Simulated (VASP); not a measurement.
KI:

```
CELL_PARAMETERS angstrom
0.00000 3.53277 3.53277
3.53277 0.00000 3.53277
3.53277 3.53277 0.00000
ATOMIC_POSITIONS crystal
I 0.50000 0.50000 0.50000
K 0.00000 0.00000 0.00000
```

Program: VASP 6.6.1. Alike in all runs: task single point; no spin polarisation; cell as given; cutoff (eV) 520.

Question: Order these runs on this cell by their band gap on the k mesh, lowest first.
A. level LDA; potentials or basis VASP PAW LDA potentials, release 64 (I, K_sv); k mesh 6 × 6 × 6; smearing gaussian 0.01 eV
B. level PBE0; potentials or basis VASP PAW PBE potentials, release 64 (I, K_sv); k mesh 4 × 4 × 4; smearing fermi-dirac 0.05 eV; grid for exact exchange (PRECFOCK) Normal; share of exact exchange 0.25
C. level r2SCAN; potentials or basis VASP PAW PBE potentials, release 64 (I, K_sv); k mesh 6 × 6 × 6; smearing gaussian 0.01 eV
D. level PBEsol; potentials or basis VASP PAW PBE potentials, release 64 (I, K_sv); k mesh 5 × 5 × 5; smearing fermi-dirac 0.05 eV

Answer: A (3.61 eV), D (3.81 eV), C (4.61 eV), B (5.66 eV).

Caveats: spin-orbit coupling is left out, which moves the levels of the heavy elements.
